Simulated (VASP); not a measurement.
Set up this calculation in VASP 6.6.1, as the native input.

```
Task                   : electric field gradients
Functional             : LDA
Potentials or basis    : VASP PAW LDA potentials, release 64 (Nb_sv, Ru_pv)
Cutoff                 : 520 eV
k mesh                 : 9 × 9 × 9
Occupations            : fermi-dirac, width 0.05 eV
Spin                   : no spin polarisation
Dipole correction      : no
Further INCAR settings : ALGO = Normal; EDIFF = 1e-08; NBANDS = 36
```

The structure of NbRu3 lies in POSCAR:

```
NbRu3
1.0
    3.9056961131      0.0000000000      0.0000000000
    0.0000000000      3.9056961131      0.0000000000
    0.0000000000      0.0000000000      3.9056961131
Nb Ru
1 3
Direct
    0.0000000000      0.0000000000      0.0000000000
    0.0000000000      0.5000000000      0.5000000000
    0.5000000000      0.0000000000      0.5000000000
    0.5000000000      0.5000000000      0.0000000000
```

These files were run (other wordings do the same):

INCAR

```
SYSTEM = NbRu3
  ALGO = Normal
  EDIFF = 1E-8
  ENCUT = 520
  ISIF = 2
  ISMEAR = -1
  LASPH = .True.
  LCHARG = .False.
  LEFG = .True.
  LREAL = .False.
  LWAVE = .False.
  NBANDS = 36
  NELM = 80
  PREC = Accurate
  SIGMA = 0.05
```

KPOINTS

```
k-points
0
Gamma
  9 9 9
  0 0 0
```

Potentials or basis: VASP PAW LDA potentials, release 64 (Nb_sv, Ru_pv).

Run with:

```bash
$ cat potpaw_LDA.64/Nb_sv/POTCAR potpaw_LDA.64/Ru_pv/POTCAR > POTCAR
$ mpirun -np 1 vasp_std > vasp.out
```

Results of the run:

- Pressure: -15.9 GPa
- Band gap on the k mesh: zero (an odd number of electrons rules out a gap without spin polarisation)
- Largest electric field gradient by atom: Nb -0.0; Ru -9.9 V/Å²

Caveat: the cell stands under tension; without QUAD_EFG the Cq values of the log hold for a quadrupole moment of 1 mb, not for the nuclei.

It took 41 s on 1 thread of Intel(R) Xeon(R) 6975P-C (Granite Rapids), on a shared host, peak memory 0.18 GiB.
